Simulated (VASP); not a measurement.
# InAs in VASP: further runs

The runs below take InAs through single point, with PBE.

Everything below comes from runs of VASP 6.6.1. Logs are shortened: lines on timing, memory, paths and dates and some standing lists are left out, and cuts for length are marked.

### Step 1. The cell of the first run

The cell holds a wire or tube with vacuum around it, 2 atoms: a = 10.100 Å, b = 9.300 Å, c = 4.340 Å, α = 90.00°, β = 90.00°, γ = 90.00°.

### Step 2. Single point, PBE, collinear spin

File INCAR:

```
PREC = Accurate ; ENCUT = 520
EDIFF = 1E-7 ; ISMEAR = 0
SIGMA = 0.05 ; LREAL = False
LASPH = True ; NELM = 150
ALGO = Normal ; ISIF = 2
LWAVE = False ; LCHARG = True
ISPIN = 2 ; MAGMOM = 0.5 0.5
LORBIT = 11 ; GGA = PE
LELF = True ; LVHAR = True
NBANDS = 20
```

File KPOINTS:

```
Automatic mesh
0
Gamma
  1 1 15
```

File POSCAR:

```
InAs
1.0
   10.1000000000      0.0000000000      0.0000000000
    0.0000000000      9.3000000000      0.0000000000
    0.0000000000      0.0000000000      4.3395881927
In As
1 1
Direct
    0.4462922253      0.5000000000      0.0000000000
    0.5537077747      0.5000000000      0.5000000000
```

Potentials or basis: VASP PAW PBE potentials, release 64 (In_d, As).

The run is started by

```bash
cat potpaw_PBE.64/In_d/POTCAR potpaw_PBE.64/As/POTCAR > POTCAR
mpirun -np 1 vasp_std > vasp.out
```

OUTCAR:

```text
PREC = Accurate
   ENCUT = 520
   EDIFF = 1E-7
   ISMEAR = 0
   LREAL = False
   LASPH = True
   NELM = 150
   ISIF = 2
   ISPIN = 2
   LORBIT = 11
   GGA = PE

 ion  position               nearest neighbor table
   1  0.446  0.500  0.000-   2 2.43   2 2.43
   2  0.554  0.500  0.500-   1 2.43   1 2.43

  LATTYP: Found a simple orthorhombic cell.
 ALAT       =     4.3395881927
 B/A-ratio  =     2.1430604903
 C/A-ratio  =     2.3274097798

  Lattice vectors:

 A1 = (   0.0000000000,   0.0000000000,  -4.3395881927)
 A2 = (   0.0000000000,   9.3000000000,   0.0000000000)
 A3 = (  10.1000000000,   0.0000000000,   0.0000000000)

Analysis of symmetry for initial positions (statically):
=====================================================================
 Subroutine PRICEL returns:
 Original cell was already a primitive cell.

 Routine SETGRP: Setting up the symmetry group for a
 simple orthorhombic supercell.

 Subroutine GETGRP returns: Found  4 space group operations
 (whereof  4 operations were pure point group operations)
 out of a pool of  8 trial point group operations.

The static configuration has the point symmetry C_2v.

Analysis of symmetry for dynamics (positions and initial velocities):
=====================================================================
 Subroutine PRICEL returns:
 Original cell was already a primitive cell.

 Routine SETGRP: Setting up the symmetry group for a
 simple orthorhombic supercell.

 Subroutine GETGRP returns: Found  4 space group operations
 (whereof  4 operations were pure point group operations)
 out of a pool of  8 trial point group operations.

The dynamic configuration has the point symmetry C_2v.

Analysis of structural, dynamic, and magnetic symmetry:
=====================================================================
 Subroutine PRICEL returns:
 Original cell was already a primitive cell.

 Routine SETGRP: Setting up the symmetry group for a
 simple orthorhombic supercell.

 Subroutine GETGRP returns: Found  4 space group operations
 (whereof  4 operations were pure point group operations)
 out of a pool of  8 trial point group operations.

The overall configuration has the point symmetry C_2v.

 Subroutine INISYM returns: Found  4 space group operations
 (whereof  4 operations are pure point group operations),
 and found     1 'primitive' translations

----------------------------------------------------------------------------------------

                                     Primitive cell
[... 97 lines left out ...]
  Thomas-Fermi vector in A             =   1.622039
   LORBIT       =     11    0 simple, 1 ext, 2 COOP (PROOUT), +10 PAW based schemes
   GGA     = PE    functional components
   LHFCALC =     F    Hartree Fock is set to
   AEXX    =    0.0000 exact exchange contribution
   IVDW    =     0    specifies the selected vdW correction
   LEPSILON=     F    determine dielectric tensor
   LRPA    =     F    only Hartree local field effects (RPA)
 spin polarized calculation
 Gauss-broadening in eV      SIGMA  =   0.05
  energy-cutoff  :      520.00
  volume of cell :      407.62
 maximum number of plane-waves:     11000
 NGX is ok and might be reduce to    80
   NGX = 37   NGY = 35   NGZ = 17

 number of electron      17.9999998 magnetization       0.0000069

 number of electron      17.9999998 magnetization      -0.0000003

 Free energy of the ion-electron system (eV)
  ---------------------------------------------------
  ext. energy  EPLUGINS =         0.00000000
  ---------------------------------------------------
  free energy    TOTEN  =        -5.55435354 eV

  energy without entropy =       -5.55434745  energy(sigma->0) =       -5.55435049

 E-fermi :  -3.1534     XC(G=0):  -2.3454

 val. band max:       -3.2867722156   @ k =   0.0000   0.0000   0.4667
 cond. band min:      -3.0199356665   @ k =   0.0000   0.0000   0.4667
 fundamental gap:      0.2668365491
 Fermi energy:        -3.1533537326

 spin component 1

 k-point     1 :       0.0000    0.0000    0.0000
  band No.  band energies     occupation
      1     -18.2930      1.00000
      2     -18.1908      1.00000
      3     -18.1093      1.00000
      4     -18.0924      1.00000
      5     -17.9515      1.00000
      6     -13.6128      1.00000
[... 160 lines left out ...]
      6     -12.9612      1.00000
[... 12 lines left out ...]
     19       3.7820      0.00000
     20       4.0993      0.00000
 Fermi energy:        -3.1533537326

 spin component 2

 k-point     1 :       0.0000    0.0000    0.0000
  band No.  band energies     occupation
      1     -18.2930      1.00000
      2     -18.1908      1.00000
      3     -18.1093      1.00000
      4     -18.0924      1.00000
      5     -17.9515      1.00000
      6     -13.6128      1.00000
[... 173 lines left out ...]
     19       3.7820      0.00000
     20       4.0996      0.00000

------------------------ aborting loop because EDIFF is reached ----------------------------------------

  FORCE on cell =-STRESS in cart. coord.  units (eV):
  Direction    XX          YY          ZZ          XY          YZ          ZX
  --------------------------------------------------------------------------------------
  -------------------------------------------------------------------------------------
  Total        0.5335987      0.0464006      2.8163307      0.0000000      0.0000000      0.0000000
  in kB        2.0973575      0.1823817     11.0698413      0.0000000      0.0000000      0.0000000
  external PRESSURE =       4.4498602 kB  Pullay stress =       0.0000000 kB

 VOLUME and BASIS-vectors are now :
 -----------------------------------------------------------------------------
  energy-cutoff  :      520.00
  volume of cell :      407.62
      direct lattice vectors                 reciprocal lattice vectors
    10.100000000  0.000000000  0.000000000     0.099009901  0.000000000  0.000000000
     0.000000000  9.300000000  0.000000000     0.000000000  0.107526882  0.000000000
     0.000000000  0.000000000  4.339588193     0.000000000  0.000000000  0.230436612

 POSITION                                       TOTAL-FORCE (eV/Angst)
 -----------------------------------------------------------------------------------
      4.50755      4.65000      0.00000        -0.506854      0.000000      0.000000
      5.59245      4.65000      2.16979         0.506854      0.000000      0.000000
 -----------------------------------------------------------------------------------
    total drift:                               -0.000515      0.000000      0.000001

  FREE ENERGIE OF THE ION-ELECTRON SYSTEM (eV)
  ---------------------------------------------------
  free  energy   TOTEN  =        -5.5543535353 eV

  energy  without entropy=       -5.5543474526  energy(sigma->0) =       -5.55435049

 total charge

# of ion       s       p       d       tot
------------------------------------------
    1        0.970   0.601   9.863  11.434
    2        1.261   1.485   0.018   2.764
--------------------------------------------------
tot          2.231   2.086   9.881  14.198

 magnetization (x)

# of ion       s       p       d       tot
------------------------------------------
    1       -0.000  -0.000   0.000  -0.000
    2       -0.000  -0.000   0.000  -0.000
--------------------------------------------------
tot         -0.000  -0.000   0.000  -0.000
```

OSZICAR:

```text
N       E                     dE             d eps       ncg     rms          rms(c)
DAV:   1     0.104683287755E+03    0.10468E+03   -0.60232E+03   704   0.585E+02
[... 19 lines left out ...]
DAV:  21    -0.555434552636E+01   -0.60435E-05   -0.85647E-07   740   0.266E-03    0.451E-04
DAV:  22    -0.555434964479E+01   -0.41184E-05   -0.26806E-07   700   0.143E-03    0.434E-04
DAV:  23    -0.555435140021E+01   -0.17554E-05   -0.11995E-07   648   0.962E-04    0.203E-04
DAV:  24    -0.555435282655E+01   -0.14263E-05   -0.90493E-08   688   0.762E-04    0.146E-04
DAV:  25    -0.555435327504E+01   -0.44849E-06   -0.17505E-08   584   0.355E-04    0.759E-05
DAV:  26    -0.555435351476E+01   -0.23972E-06   -0.15639E-08   556   0.315E-04    0.693E-05
DAV:  27    -0.555435353527E+01   -0.20514E-07   -0.16436E-09   588   0.156E-04
   1 F= -.55543535E+01 E0= -.55543505E+01  d E =-.608265E-05  mag=    -0.0000
```

Run time: 8.4 min. Hardware: 1 thread of Intel Xeon 8259CL, shared host; peak memory 0.59 GiB.

What came out:

* Free energy: -5.5544 eV
* Largest force: 0.507 eV/Å
* Band gap on the k mesh: 0.27 eV
* Net moment: 0.00 μB per cell
* Valence electrons inside the program's atomic spheres: In 11.43; As 2.76

Forces in eV/Å, atoms in the order of the input:
```
In  -0.507  0.000  0.000
As   0.507  0.000  0.000
```

Caveat: spin-orbit coupling is left out, which moves the levels of the heavy elements.

### Step 3. Single point, PBE, collinear spin

This run uses another cell than the first one.

File INCAR:

```
SYSTEM = InAs
  PREC = Accurate
  ENCUT = 520
  EDIFF = 1E-6
  ISMEAR = 0
  SIGMA = 0.05
  LREAL = .FALSE.
  LASPH = .TRUE.
  NELM = 150
  ALGO = Normal
  ISIF = 2
  LWAVE = .FALSE.
  LCHARG = .FALSE.
  ISPIN = 2
  MAGMOM = 0.5 0.5
  LORBIT = 11
  GGA = PE
  NBANDS = 20
```

File KPOINTS:

```
regular mesh
0
G
  1 1 15
  0 0 0
```

File POSCAR:

```
InAs
1.0
   10.1000000000      0.0000000000      0.0000000000
    0.0000000000      9.3000000000      0.0000000000
    0.0000000000      0.0000000000      4.4784617700
In As
1 1
Direct
    0.4451767201      0.5000000000      0.0000000000
    0.5548232799      0.5000000000      0.5000000000
```

Potentials or basis: VASP PAW PBE potentials, release 64 (In_d, As).

The run is started by

```bash
cat potpaw_PBE.64/In_d/POTCAR potpaw_PBE.64/As/POTCAR > POTCAR
mpirun -np 1 vasp_std > vasp.out
```

OUTCAR:

```text
SYSTEM = InAs
   PREC = Accurate
   ENCUT = 520
   EDIFF = 1E-6
   ISMEAR = 0
   LREAL = .FALSE.
   LASPH = .TRUE.
   NELM = 150
   ISIF = 2
   ISPIN = 2
   LORBIT = 11
   GGA = PE

 ion  position               nearest neighbor table
   1  0.445  0.500  0.000-   2 2.50   2 2.50
   2  0.555  0.500  0.500-   1 2.50   1 2.50

  LATTYP: Found a simple orthorhombic cell.
 ALAT       =     4.4784617700
 B/A-ratio  =     2.0766058700
 C/A-ratio  =     2.2552386330

  Lattice vectors:

 A1 = (   0.0000000000,   0.0000000000,  -4.4784617700)
 A2 = (   0.0000000000,   9.3000000000,   0.0000000000)
 A3 = (  10.1000000000,   0.0000000000,   0.0000000000)

Analysis of symmetry for initial positions (statically):
=====================================================================
 Subroutine PRICEL returns:
 Original cell was already a primitive cell.

 Routine SETGRP: Setting up the symmetry group for a
 simple orthorhombic supercell.

 Subroutine GETGRP returns: Found  4 space group operations
 (whereof  4 operations were pure point group operations)
 out of a pool of  8 trial point group operations.

The static configuration has the point symmetry C_2v.

Analysis of symmetry for dynamics (positions and initial velocities):
=====================================================================
 Subroutine PRICEL returns:
 Original cell was already a primitive cell.

 Routine SETGRP: Setting up the symmetry group for a
 simple orthorhombic supercell.

 Subroutine GETGRP returns: Found  4 space group operations
 (whereof  4 operations were pure point group operations)
 out of a pool of  8 trial point group operations.

The dynamic configuration has the point symmetry C_2v.

Analysis of structural, dynamic, and magnetic symmetry:
=====================================================================
 Subroutine PRICEL returns:
[... 135 lines left out ...]
 Free energy of the ion-electron system (eV)
  ---------------------------------------------------
  ext. energy  EPLUGINS =         0.00000000
  ---------------------------------------------------
  free energy    TOTEN  =        -5.60315383 eV

  energy without entropy =       -5.60301345  energy(sigma->0) =       -5.60308364

 E-fermi :  -3.2026     XC(G=0):  -2.3269

 val. band max:       -3.3023305389   @ k =   0.0000   0.0000   0.4667
 cond. band min:      -3.1028045531   @ k =   0.0000   0.0000   0.4667
 fundamental gap:      0.1995259857
 Fermi energy:        -3.2025671144

 spin component 1

 k-point     1 :       0.0000    0.0000    0.0000
  band No.  band energies     occupation
      1     -18.2206      1.00000
      2     -18.1660      1.00000
      3     -18.1368      1.00000
      4     -18.1227      1.00000
      5     -17.9669      1.00000
      6     -13.4956      1.00000
[... 160 lines left out ...]
      6     -12.9416      1.00000
[... 12 lines left out ...]
     19       3.6435      0.00000
     20       3.9692      0.00000
 Fermi energy:        -3.2025671144

 spin component 2

 k-point     1 :       0.0000    0.0000    0.0000
  band No.  band energies     occupation
      1     -18.2205      1.00000
      2     -18.1660      1.00000
      3     -18.1368      1.00000
      4     -18.1227      1.00000
      5     -17.9669      1.00000
      6     -13.4956      1.00000
[... 173 lines left out ...]
     19       3.6433      0.00000
     20       3.9680      0.00000

------------------------ aborting loop because EDIFF is reached ----------------------------------------

  FORCE on cell =-STRESS in cart. coord.  units (eV):
  Direction    XX          YY          ZZ          XY          YZ          ZX
  --------------------------------------------------------------------------------------
  -------------------------------------------------------------------------------------
  Total       -0.0061936      0.0510358      0.0239681      0.0000000      0.0000000      0.0000000
  in kB       -0.0235897      0.1943805      0.0912875      0.0000000      0.0000000      0.0000000
  external PRESSURE =       0.0873594 kB  Pullay stress =       0.0000000 kB

 VOLUME and BASIS-vectors are now :
 -----------------------------------------------------------------------------
  energy-cutoff  :      520.00
  volume of cell :      420.66
      direct lattice vectors                 reciprocal lattice vectors
    10.100000000  0.000000000  0.000000000     0.099009901  0.000000000  0.000000000
     0.000000000  9.300000000  0.000000000     0.000000000  0.107526882  0.000000000
     0.000000000  0.000000000  4.478461770     0.000000000  0.000000000  0.223290954

 POSITION                                       TOTAL-FORCE (eV/Angst)
 -----------------------------------------------------------------------------------
      4.49628      4.65000      0.00000        -0.008674      0.000000      0.000000
      5.60372      4.65000      2.23923         0.008674      0.000000      0.000000
 -----------------------------------------------------------------------------------
    total drift:                               -0.000745      0.000000      0.000001

  FREE ENERGIE OF THE ION-ELECTRON SYSTEM (eV)
  ---------------------------------------------------
  free  energy   TOTEN  =        -5.6031538327 eV

  energy  without entropy=       -5.6030134544  energy(sigma->0) =       -5.60308364

 total charge

# of ion       s       p       d       tot
------------------------------------------
    1        0.972   0.542   9.856  11.370
    2        1.266   1.443   0.015   2.723
--------------------------------------------------
tot          2.238   1.984   9.871  14.093

 magnetization (x)

# of ion       s       p       d       tot
------------------------------------------
    1       -0.000   0.000  -0.000  -0.000
    2       -0.000  -0.000   0.000  -0.000
--------------------------------------------------
tot         -0.000  -0.000  -0.000  -0.000
```

OSZICAR:

```text
N       E                     dE             d eps       ncg     rms          rms(c)
DAV:   1     0.113367587232E+03    0.11337E+03   -0.59048E+03   664   0.584E+02
DAV:   2     0.546374067436E+01   -0.10790E+03   -0.10433E+03   732   0.162E+02
[... 17 lines left out ...]
DAV:  20    -0.560314127529E+01   -0.30528E-04   -0.31076E-06   692   0.563E-03    0.105E-03
DAV:  21    -0.560314675358E+01   -0.54783E-05   -0.86349E-07   660   0.252E-03    0.441E-04
DAV:  22    -0.560315028880E+01   -0.35352E-05   -0.22336E-07   572   0.139E-03    0.358E-04
DAV:  23    -0.560315209030E+01   -0.18015E-05   -0.11477E-07   588   0.898E-04    0.192E-04
DAV:  24    -0.560315332523E+01   -0.12349E-05   -0.88582E-08   572   0.699E-04    0.127E-04
DAV:  25    -0.560315383271E+01   -0.50748E-06   -0.22437E-08   592   0.395E-04
   1 F= -.56031538E+01 E0= -.56030836E+01  d E =-.140378E-03  mag=     0.0000
```

Wall time 7.8 min (1 thread of Intel Xeon 8259CL, shared host); peak memory 0.65 GiB.

What came out:

* Free energy: -5.6032 eV
* Largest force: 0.009 eV/Å
* Band gap on the k mesh: 0.20 eV
* Net moment: 0.00 μB per cell
* Valence electrons inside the program's atomic spheres: In 11.37; As 2.72

Forces in eV/Å, atoms in the order of the input:
```
In  -0.009  0.000  0.000
As   0.009  0.000  0.000
```

Caveat: spin-orbit coupling is left out, which moves the levels of the heavy elements.
